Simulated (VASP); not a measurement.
In: relaxation of cell and atoms with LDA

Crystal: In.

```
CELL_PARAMETERS angstrom
3.15760 0.00000 0.00000
-1.57880 2.73457 0.00000
0.00000 0.00000 2.96815
ATOMIC_POSITIONS crystal
In 0.00000 0.00000 0.00000
```

This isn't the form of In at room conditions, which is tetragonal.

```yaml
Program: VASP 6.6.1
Task: relaxation of cell and atoms
Functional: LDA
Potentials_or_basis: VASP PAW LDA potentials, release 64 (In_d)
Cutoff: 600 eV
k_mesh: 14 × 14 × 13
Occupations: fermi-dirac, width 0.1 eV
Spin: no spin polarisation
Target_pressure: 0.33 GPa
Dipole_correction: no
Further_INCAR_settings: ALGO = Normal; EDIFF = 1e-06; IBRION = 2; EDIFFG = -0.005; NSW = 60; ISIF = 3
```

```
Relaxed volume                                             : 25.11 Å³/atom
Relaxed cell                                               : a = 3.130 Å, b = 3.130 Å, c = 2.959 Å, α = 90.00°, β = 90.00°, γ = 120.00°
Space group after relaxing (to 0.1 Å)                      : P6/mmm (No. 191)
Energy change on relaxing (the run minimises the enthalpy) : -0.5 meV/atom
Ionic steps                                                : 8
Pressure after relaxing                                    : 0.3 GPa
Band gap on the k mesh                                     : zero (an odd number of electrons rules out a gap without spin polarisation)
```

The path:
| step | energy change (eV) | largest force (eV/Å) | pressure (GPa) | volume (Å³) |
| --- | --- | --- | --- | --- |
| 1 | 0.0000 | 0.0000 | -0.61 | 25.63 |
| 2 | -0.0004 | 0.0000 | 0.43 | 25.08 |
| 3 | -0.0005 | 0.0000 | 0.34 | 25.12 |
| 4 | -0.0005 | 0.0000 | 0.36 | 25.11 |
| 5 | -0.0005 | 0.0000 | 0.36 | 25.11 |
| 6 | -0.0005 | 0.0000 | 0.34 | 25.11 |
| 7 | -0.0005 | 0.0000 | 0.36 | 25.11 |
| 8 | -0.0005 | 0.0000 | 0.34 | 25.11 |

Final structure:
```cif
data_structure
_symmetry_space_group_name_H-M 'P 1'
_symmetry_Int_Tables_number 1
_cell_length_a 3.1302
_cell_length_b 3.1302
_cell_length_c 2.9593
_cell_angle_alpha 90.000
_cell_angle_beta 90.000
_cell_angle_gamma 120.000
_cell_volume 25.11
loop_
_atom_site_label
_atom_site_type_symbol
_atom_site_fract_x
_atom_site_fract_y
_atom_site_fract_z
_atom_site_occupancy
In1 In 0.00000 0.00000 0.00000 1
```

Levels at points of the mesh, in eV from the Fermi level:
| k point | band 4 | band 5 | band 6 | band 7 | band 8 | band 9 |
| --- | --- | --- | --- | --- | --- | --- |
| (0.00, 0.00, 0.00) | -14.18 | -14.18 | -9.83 | 7.51 | 10.10 | 10.10 |
| (0.50, 0.00, 0.00) | -14.23 | -14.13 | -4.52 | -3.55 | 5.57 | 9.42 |

It took 73 s on 1 thread of AMD EPYC 9R45 96-Core Processor (Zen 5), on a shared host, peak memory 0.15 GiB.

Caveat: the cell is relaxed towards a set pressure, so the run minimises the enthalpy, not the energy; spin-orbit coupling is left out, which moves the levels of the heavy elements.
